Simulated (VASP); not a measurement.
Wanted: the native input for a VASP 6.6.1 run.

- Task: single point
- Functional: PBE
- Potentials or basis: VASP PAW PBE potentials, release 64 (Rb_sv, Ta_pv, As)
- Cutoff: 520 eV
- k mesh: 4 × 4 × 2
- Occupations: gaussian, width 0.1 eV
- Spin: no spin polarisation
- Dipole correction: no
- Further INCAR settings: ALGO = Normal; EDIFF = 1e-06; NBANDS = 23

The structure of RbTaAs2 lies in POSCAR:

```
RbTaAs2
1.0
    3.7943459700      0.0000000000      0.0000000000
    0.0000000000      3.7943459700      0.0000000000
    0.0000000000      0.0000000000      7.5886919400
Rb Ta As
1 1 2
Direct
    0.0000000000      0.0000000000      0.0000000000
    0.0000000000      0.0000000000      0.5000000000
    0.5000000000      0.5000000000      0.2500000000
    0.5000000000      0.5000000000      0.7500000000
```

The input as run:

INCAR

```
PREC = Accurate
ENCUT = 520
EDIFF = 1E-6
ISMEAR = 0
SIGMA = 0.1
LREAL = F
LASPH = T
NELM = 80
ALGO = Normal
ISIF = 2
LWAVE = F
LCHARG = T
GGA = PE
LELF = T
LVHAR = T
NBANDS = 23
```

KPOINTS

```
regular mesh
0
Gamma
  4 4 2
```

Potentials or basis: VASP PAW PBE potentials, release 64 (Rb_sv, Ta_pv, As).

Run with:

```bash
$ cat potpaw_PBE.64/Rb_sv/POTCAR potpaw_PBE.64/Ta_pv/POTCAR potpaw_PBE.64/As/POTCAR > POTCAR
$ mpirun -np 1 vasp_std > vasp.out
```

It gave:

```
Pressure               : -10.8 GPa
Largest force          : 3.279 eV/Å
Band gap on the k mesh : zero (band 15 reaches 3.23 eV, above the bottom of band 16 at 2.71 eV)
```

Caveat: the k points lie up to 0.41 Å⁻¹ apart; spin-orbit coupling is left out, which moves the levels of the heavy elements; forces of over 1 eV/Å act on the atoms, so gaps and moduli don't describe the material at rest.

Run time: 28 s on 1 thread of Intel(R) Xeon(R) Platinum 8259CL CPU @ 2.50GHz (Skylake/Cascade Lake), with other jobs on the host, peak memory 0.21 GiB.
